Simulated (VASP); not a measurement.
# RbBr (Fm-3m) in VASP: density of states with LDA

Aim: the density of states of RbBr with LDA.

Program: VASP 6.6.1. These are calculated values, not measurements. Logs are shortened: lines on timing, memory, paths and dates and some standing lists are left out, and cuts for length are marked.

## 1. The cell of the first run

The structure is cubic, space group Fm-3m (No. 225). Conventional cell: a = 6.854 Å, b = 6.854 Å, c = 6.854 Å, α = 90.00°, β = 90.00°, γ = 90.00°. Within 4.5 Å of Rb (site symmetry m-3m) lie 6 Br at 3.43 Å. Br (site symmetry m-3m) has 6 Rb at 3.43 Å within 4.5 Å.

## 2. Density of states, LDA

The input, POSCAR:

```
RbBr
1.0
    0.0000000000      3.4270000000      3.4270000000
    3.4270000000      0.0000000000      3.4270000000
    3.4270000000      3.4270000000      0.0000000000
Rb Br
1 1
Direct
    0.0000000000      0.0000000000      0.0000000000
    0.5000000000      0.5000000000      0.5000000000
```

The input, INCAR.step1:

```
ALGO = Normal ; EDIFF = 1E-7
ENCUT = 520 ; ISIF = 2
ISMEAR = 0 ; LASPH = T
LCHARG = T ; LREAL = F
LWAVE = F ; NBANDS = 15
NELM = 80 ; PREC = Accurate
SIGMA = 0.05
```

The input, KPOINTS.step1:

```
k-points
0
Gamma
  8 8 8
```

The input, INCAR.step2:

```
ALGO = Normal ; EDIFF = 1E-7
ENCUT = 520 ; ICHARG = 11
ISIF = 2 ; ISMEAR = -5
LASPH = T ; LCHARG = F
LORBIT = 11 ; LREAL = F
LWAVE = F ; NEDOS = 2001
NELM = 80 ; PREC = Accurate
SIGMA = 0.05
```

The input, KPOINTS.step2:

```
k-points
0
Gamma
  12 12 12
```

Potentials or basis: VASP PAW LDA potentials, release 64 (Rb_sv, Br).

Command:

```
$ cat potpaw_LDA.64/Rb_sv/POTCAR potpaw_LDA.64/Br/POTCAR > POTCAR
$ cp INCAR.step1 INCAR
$ cp KPOINTS.step1 KPOINTS
$ mpirun -np 1 vasp_std > vasp.out
$ cp INCAR.step2 INCAR
$ cp KPOINTS.step2 KPOINTS
$ mpirun -np 1 vasp_std > vasp.out
```

OUTCAR:

```text
EDIFF = 1E-7
   ENCUT = 520
   ICHARG = 11
   ISIF = 2
   ISMEAR = -5
   LASPH = T
   LORBIT = 11
   LREAL = F
   NELM = 80
   PREC = Accurate

 ion  position               nearest neighbor table
   1  0.000  0.000  0.000-   2 3.43   2 3.43   2 3.43   2 3.43   2 3.43   2 3.43
   2  0.500  0.500  0.500-   1 3.43   1 3.43   1 3.43   1 3.43   1 3.43   1 3.43

  LATTYP: Found a face centered cubic cell.
 ALAT       =     6.8540000000

  Lattice vectors:

 A1 = (   0.0000000000,   3.4270000000,   3.4270000000)
 A2 = (   3.4270000000,   0.0000000000,   3.4270000000)
 A3 = (   3.4270000000,   3.4270000000,   0.0000000000)

Analysis of symmetry for initial positions (statically):
=====================================================================
 Subroutine PRICEL returns:
 Original cell was already a primitive cell.

 Routine SETGRP: Setting up the symmetry group for a
 face centered cubic supercell.

 Subroutine GETGRP returns: Found 48 space group operations
 (whereof 48 operations were pure point group operations)
 out of a pool of 48 trial point group operations.

The static configuration has the point symmetry O_h .

Analysis of symmetry for dynamics (positions and initial velocities):
=====================================================================
 Subroutine PRICEL returns:
 Original cell was already a primitive cell.

 Routine SETGRP: Setting up the symmetry group for a
 face centered cubic supercell.

 Subroutine GETGRP returns: Found 48 space group operations
 (whereof 48 operations were pure point group operations)
 out of a pool of 48 trial point group operations.

The dynamic configuration has the point symmetry O_h .

 Subroutine INISYM returns: Found 48 space group operations
 (whereof 48 operations are pure point group operations),
 and found     1 'primitive' translations

----------------------------------------------------------------------------------------

                                     Primitive cell

  volume of cell :      80.4956

  direct lattice vectors                    reciprocal lattice vectors
     0.000000000  3.427000000  3.427000000    -0.145900204  0.145900204  0.145900204
     3.427000000  0.000000000  3.427000000     0.145900204 -0.145900204  0.145900204
     3.427000000  3.427000000  0.000000000     0.145900204  0.145900204 -0.145900204

  length of vectors
     4.846509878  4.846509878  4.846509878     0.252706567  0.252706567  0.252706567
[... 98 lines left out ...]
   ISMEAR =    -5;   SIGMA  =   0.05  broadening in eV -4-tet -1-fermi 0-gaus
   EFERMI_NEDOS =   21; number of points for ismear=-14 and -15
   IALGO  =     38    algorithm
   IMIX   =      4    mixing-type and parameters
     AMIX     =   0.40;   BMIX     =  1.00
     AMIX_MAG =   1.60;   BMIX_MAG =  1.00
  volume/ion in A,a.u.               =      40.25       271.61
  Fermi-wavevector in a.u.,A,eV,Ry     =   0.955412  1.805467 12.419564  0.912812
  Thomas-Fermi vector in A             =   2.084247
   LORBIT       =     11    0 simple, 1 ext, 2 COOP (PROOUT), +10 PAW based schemes
   GGA     = CA    functional components
   LHFCALC =     F    Hartree Fock is set to
   AEXX    =    0.0000 exact exchange contribution
   IVDW    =     0    specifies the selected vdW correction
   LEPSILON=     F    determine dielectric tensor
   LRPA    =     F    only Hartree local field effects (RPA)
 non-spin polarized calculation
 Fermi weights with tetrahedron method with Bloechl corrections
  energy-cutoff  :      520.00
  volume of cell :       80.50
 maximum number of plane-waves:      2200

 number of electron      15.9999999 magnetization

 Free energy of the ion-electron system (eV)
  ---------------------------------------------------
  ext. energy  EPLUGINS =         0.00000000
  ---------------------------------------------------
  free energy    TOTEN  =        -6.69439471 eV

  energy without entropy =       -6.69439471  energy(sigma->0) =       -6.69439471

 E-fermi :  -1.9534     XC(G=0):  -7.7378

 val. band max:       -1.9555081524   @ k =   0.0000   0.0000   0.0000
 cond. band min:       2.0044805313   @ k =   0.0000   0.0000   0.0000
 fundamental gap:      3.9599886837
 Fermi energy:        -1.9533652964

 k-point     1 :       0.0000    0.0000    0.0000
  band No.  band energies     occupation
      1     -26.2257      2.00000
      2     -14.1658      2.00000
      3     -10.3682      2.00000
      4     -10.3682      2.00000
      5     -10.3682      2.00000
      6      -1.9555      2.00000
      7      -1.9555      2.00000
      8      -1.9555      2.00000
      9       2.0045      0.00000
     10       5.0726      0.00000
     11       5.0726      0.00000
     12       5.0726      0.00000
[... 331 lines left out ...]
 k-point    24 :      -0.4167    0.1667    0.0000
  band No.  band energies     occupation
      1     -26.2147      2.00000
      2     -14.1861      2.00000
      3     -10.4313      2.00000
      4     -10.3865      2.00000
      5     -10.3520      2.00000
      6      -2.8656      2.00000
      7      -2.3209      2.00000
      8      -2.3171      2.00000
      9       4.6200      0.00000
     10       5.3016      0.00000
     11       6.7593      0.00000
     12       7.1489      0.00000

 [... further k-points ...]

------------------------ aborting loop because EDIFF is reached ----------------------------------------

  FORCE on cell =-STRESS in cart. coord.  units (eV):
  Direction    XX          YY          ZZ          XY          YZ          ZX
  --------------------------------------------------------------------------------------
  -------------------------------------------------------------------------------------
  Total       -0.5976746     -0.5976746     -0.5976746     -0.0000000      0.0000000     -0.0000000
  in kB      -11.8960578    -11.8960578    -11.8960578     -0.0000000      0.0000000     -0.0000000
  external PRESSURE =     -11.8960578 kB  Pullay stress =       0.0000000 kB

 VOLUME and BASIS-vectors are now :
 -----------------------------------------------------------------------------
  energy-cutoff  :      520.00
  volume of cell :       80.50
      direct lattice vectors                 reciprocal lattice vectors
     0.000000000  3.427000000  3.427000000    -0.145900204  0.145900204  0.145900204
     3.427000000  0.000000000  3.427000000     0.145900204 -0.145900204  0.145900204
     3.427000000  3.427000000  0.000000000     0.145900204  0.145900204 -0.145900204

 POSITION                                       TOTAL-FORCE (eV/Angst)
 -----------------------------------------------------------------------------------
      0.00000      0.00000      0.00000         0.000000      0.000000      0.000000
      3.42700      3.42700      3.42700         0.000000      0.000000     -0.000000
 -----------------------------------------------------------------------------------
    total drift:                                0.000000      0.000000      0.000000

  FREE ENERGIE OF THE ION-ELECTRON SYSTEM (eV)
  ---------------------------------------------------
  free  energy   TOTEN  =        -6.6943947106 eV

  energy  without entropy=       -6.6943947106  energy(sigma->0) =       -6.69439471

 total charge

# of ion       s       p       d       tot
------------------------------------------
    1        1.940   5.334   0.024   7.298
    2        1.601   3.273   0.001   4.876
--------------------------------------------------
tot          3.541   8.607   0.025  12.174
```

OSZICAR.step1:

```text
N       E                     dE             d eps       ncg     rms          rms(c)
DAV:   1     0.819206468042E+02    0.81921E+02   -0.65947E+03   870   0.913E+02
DAV:   2    -0.740054188015E+00   -0.82661E+02   -0.73996E+02  1170   0.161E+02
DAV:   3    -0.671676296502E+01   -0.59767E+01   -0.59376E+01  1164   0.448E+01
DAV:   4    -0.692892917461E+01   -0.21217E+00   -0.21214E+00  1240   0.748E+00
DAV:   5    -0.693046148735E+01   -0.15323E-02   -0.15323E-02  1199   0.691E-01    0.291E+00
DAV:   6    -0.672278508047E+01    0.20768E+00   -0.23131E-01  1038   0.223E+00    0.192E+00
DAV:   7    -0.669363900643E+01    0.29146E-01   -0.86343E-02  1115   0.144E+00    0.935E-01
DAV:   8    -0.669436822182E+01   -0.72922E-03   -0.79748E-03  1086   0.469E-01    0.934E-02
DAV:   9    -0.669432472224E+01    0.43500E-04   -0.47773E-04  1143   0.102E-01    0.460E-02
DAV:  10    -0.669439227673E+01   -0.67554E-04   -0.68389E-05   971   0.495E-02    0.671E-03
DAV:  11    -0.669439316864E+01   -0.89191E-06   -0.69746E-06  1150   0.133E-02    0.436E-03
DAV:  12    -0.669439342129E+01   -0.25265E-06   -0.17130E-06   989   0.674E-03    0.175E-03
DAV:  13    -0.669439339572E+01    0.25570E-07   -0.52924E-08   855   0.148E-03
   1 F= -.66943934E+01 E0= -.66943934E+01  d E =-.190590E-11
```

Wall time 67 s (1 thread of AMD EPYC 7R43 (Zen 3), shared host); peak memory 0.17 GiB.

What came out:

```
Valence electrons inside the program's atomic spheres : Rb 7.30; Br 4.88
```
